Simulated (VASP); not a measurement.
# GaAs (F-43m) in VASP: vibrations by perturbation theory with PBEsol

Aim: the vibrations by perturbation theory of GaAs with PBEsol.

All numbers are computed with VASP 6.6.1; they aren't measurements. Logs are shortened: lines on timing, memory, paths and dates and some standing lists are left out, and cuts for length are marked.

## 1. The cell of the first run

It takes space group F-43m (No. 216, cubic). Conventional cell: a = 5.658 Å, b = 5.658 Å, c = 5.658 Å, α = 90.00°, β = 90.00°, γ = 90.00°. Ga (site symmetry -43m) has 4 As at 2.45 Å within 3.2 Å. As (site symmetry -43m) has 4 Ga at 2.45 Å within 3.2 Å.

## 2. Vibrations by perturbation theory, PBEsol

INCAR

```
SYSTEM = GaAs
PREC = Accurate ; ENCUT = 500
EDIFF = 1E-8 ; ISMEAR = 0
SIGMA = 0.01 ; LREAL = .FALSE.
LASPH = .TRUE. ; NELM = 120
ALGO = Normal ; ISIF = 2
LWAVE = .FALSE. ; LCHARG = .FALSE.
GGA = PS ; IBRION = 8
NSW = 1 ; LEPSILON = .TRUE.
GGA_COMPAT = .FALSE.
```

KPOINTS

```
Automatic mesh
0
G
  8 8 8
  0 0 0
```

POSCAR

```
GaAs
1.0
    0.0000000000      2.8289763870      2.8289763870
    2.8289763870      0.0000000000      2.8289763870
    2.8289763870      2.8289763870      0.0000000000
Ga As
1 1
Direct
    0.0000000000      0.0000000000      0.0000000000
    0.7500000000      0.7500000000      0.7500000000
```

Potentials or basis: VASP PAW PBE potentials, release 64 (Ga_d, As).

Launch:

```
$ cat potpaw_PBE.64/Ga_d/POTCAR potpaw_PBE.64/As/POTCAR > POTCAR
$ mpirun -np 1 vasp_std > vasp.out
```

OUTCAR:

```text
SYSTEM = GaAs
   PREC = Accurate
   ENCUT = 500
   EDIFF = 1E-8
   ISMEAR = 0
   LREAL = .FALSE.
   LASPH = .TRUE.
   NELM = 120
   ISIF = 2
   GGA = PS
   IBRION = 8
   NSW = 1
   LEPSILON = .TRUE.

 ion  position               nearest neighbor table
   1  0.000  0.000  0.000-   2 2.45   2 2.45   2 2.45   2 2.45
   2  0.750  0.750  0.750-   1 2.45   1 2.45   1 2.45   1 2.45

  LATTYP: Found a face centered cubic cell.
 ALAT       =     5.6579527740

  Lattice vectors:

 A1 = (   0.0000000000,   2.8289763870,   2.8289763870)
 A2 = (   2.8289763870,   0.0000000000,   2.8289763870)
 A3 = (   2.8289763870,   2.8289763870,   0.0000000000)

Analysis of symmetry for initial positions (statically):
=====================================================================
 Subroutine PRICEL returns:
 Original cell was already a primitive cell.

 Routine SETGRP: Setting up the symmetry group for a
 face centered cubic supercell.

 Subroutine GETGRP returns: Found 24 space group operations
 (whereof 24 operations were pure point group operations)
 out of a pool of 48 trial point group operations.

The static configuration has the point symmetry T_d .

Analysis of symmetry for dynamics (positions and initial velocities):
=====================================================================
 Subroutine PRICEL returns:
 Original cell was already a primitive cell.

 Routine SETGRP: Setting up the symmetry group for a
 face centered cubic supercell.

 Subroutine GETGRP returns: Found 24 space group operations
 (whereof 24 operations were pure point group operations)
 out of a pool of 48 trial point group operations.

The dynamic configuration has the point symmetry T_d .

 Subroutine INISYM returns: Found 24 space group operations
 (whereof 24 operations are pure point group operations),
 and found     1 'primitive' translations

[... 617 lines left out ...]
     0.00000  6.95382  0.00666

 MACROSCOPIC STATIC DIELECTRIC TENSOR (including local field effects in DFT)
 ------------------------------------------------------
          39.004797     0.000000     0.000000
           0.000000    39.004797     0.000000
          -0.000000     0.000000    39.004797
 ------------------------------------------------------

 PIEZOELECTRIC TENSOR (including local field effects)  for field in x, y, z        (e  Angst)
          XX          YY          ZZ          XY          YZ          ZX
  --------------------------------------------------------------------------------
  x    -0.00000    -0.00000     0.00000     0.00000     3.04157     0.00000
  y    -0.00000     0.00000     0.00000     0.00000     0.00000     3.04157
  z     0.00000    -0.00000    -0.00000     3.04157     0.00000     0.00000

 PIEZOELECTRIC TENSOR (including local field effects)  for field in x, y, z        (C/m^2)
          XX          YY          ZZ          XY          YZ          ZX
  --------------------------------------------------------------------------------
  x    -0.00000    -0.00000     0.00000     0.00000     1.07619     0.00000
  y    -0.00000     0.00000     0.00000     0.00000     0.00000     1.07619
  z     0.00000    -0.00000    -0.00000     1.07619     0.00000     0.00000

 BORN EFFECTIVE CHARGES (including local field effects) (in |e|, cummulative output)
 ---------------------------------------------------------------------------------
 ion    1
    1     2.31261     0.00000     0.00000
    2     0.00000     2.31261     0.00000
    3    -0.00000    -0.00000     2.31261
 ion    2
    1    -2.31261    -0.00000    -0.00000
    2    -0.00000    -2.31261    -0.00000
    3     0.00000     0.00000    -2.31261

 INTERNAL STRAIN TENSOR FOR ION    2 for displacements in x,y,z  (eV/Angst):
          X           Y           Z          XY          YZ          ZX
  --------------------------------------------------------------------------------
  x     0.00000    -0.00000    -0.00000     0.00000     6.95382     0.00000
  y    -0.00000     0.00000    -0.00000     0.00000     0.00000     6.95382
  z    -0.00000    -0.00000     0.00000     6.95382     0.00000     0.00000

 SECOND DERIVATIVES (NOT SYMMETRIZED)
 ------------------------------------
               1X          1Y          1Z          2X          2Y          2Z
  1X    -9.181593    0.000000    0.000000    9.181593    0.000000    0.000000
  1Y     0.000000   -9.181593    0.000000    0.000000    9.181593    0.000000
  1Z     0.000000    0.000000   -9.181593    0.000000    0.000000    9.181593
  2X     9.237682    0.000000    0.000000   -9.237682    0.000000    0.000000
  2Y     0.000000    9.237682    0.000000    0.000000   -9.237682    0.000000
  2Z     0.000000    0.000000    9.237682    0.000000    0.000000   -9.237682

 Eigenvectors and eigenvalues of the dynamical matrix
 ----------------------------------------------------

   1 f  =    7.894193 THz    49.600676 2PiTHz  263.321926 cm-1    32.647743 meV
             X         Y         Z           dx          dy          dz
      0.000000  0.000000  0.000000     0.718645    0.000000    0.000000
      4.243465  4.243465  4.243465    -0.695377    0.000000    0.000000
[... 21 lines left out ...]
   6 f/i=    0.012013 THz     0.075478 2PiTHz    0.400702 cm-1     0.049681 meV
             X         Y         Z           dx          dy          dz
      0.000000  0.000000  0.000000     0.000000    0.000000   -0.695377
      4.243465  4.243465  4.243465     0.000000    0.000000   -0.718645

--------------------------------------------------------------------------------------------------------

 MACROSCOPIC STATIC DIELECTRIC TENSOR IONIC CONTRIBUTION
 ------------------------------------------------------
           2.320652    -0.000000    -0.000000
          -0.000000     2.320652    -0.000000
          -0.000000    -0.000000     2.320652
 ------------------------------------------------------

 ELASTIC MODULI CONTR FROM IONIC RELAXATION (kBar)
 Direction    XX          YY          ZZ          XY          YZ          ZX
 --------------------------------------------------------------------------------
 XX          -0.0000      0.0000      0.0000      0.0000     -0.0000      0.0000
 YY           0.0000     -0.0000     -0.0000      0.0000      0.0000     -0.0000
 ZZ           0.0000     -0.0000     -0.0000     -0.0000      0.0000      0.0000
 XY           0.0000      0.0000     -0.0000   -183.8731      0.0000      0.0000
 YZ          -0.0000      0.0000      0.0000      0.0000   -183.8731      0.0000
 ZX           0.0000     -0.0000      0.0000      0.0000      0.0000   -183.8731
 --------------------------------------------------------------------------------

 PIEZOELECTRIC TENSOR IONIC CONTR  for field in x, y, z        (C/m^2)
          XX          YY          ZZ          XY          YZ          ZX
  --------------------------------------------------------------------------------
  x    -0.00000     0.00000     0.00000     0.00000    -0.61466     0.00000
  y     0.00000    -0.00000     0.00000     0.00000     0.00000    -0.61466
  z     0.00000     0.00000    -0.00000    -0.61466     0.00000     0.00000
```

Run time: 8.5 min. Hardware: 1 thread of AMD EPYC 7R43 (Zen 3), shared host; peak memory 0.25 GiB.

What came out:

```
Electronic dielectric tensor (diagonal)                 : 39.00
Born charges (mean of the diagonal)                     : Ga +2.31; As -2.31 e
Highest phonon frequency at Γ, LO-TO splitting left out : 263 cm⁻¹
```

Phonon frequencies in cm⁻¹ (negative: imaginary):
```tsv
q point	frequencies
(0.000, 0.000, 0.000)	0 0 0 263 263 263
```

Electronic dielectric tensor:
```
39.00  0.00  0.00
 0.00 39.00  0.00
 0.00  0.00 39.00
```

Born effective charge tensors (e):
atom 1, Ga
```
2.31 0.00 0.00
0.00 2.31 0.00
0.00 0.00 2.31
```
atom 2, As
```
-2.31  0.00  0.00
 0.00 -2.31  0.00
 0.00  0.00 -2.31
```
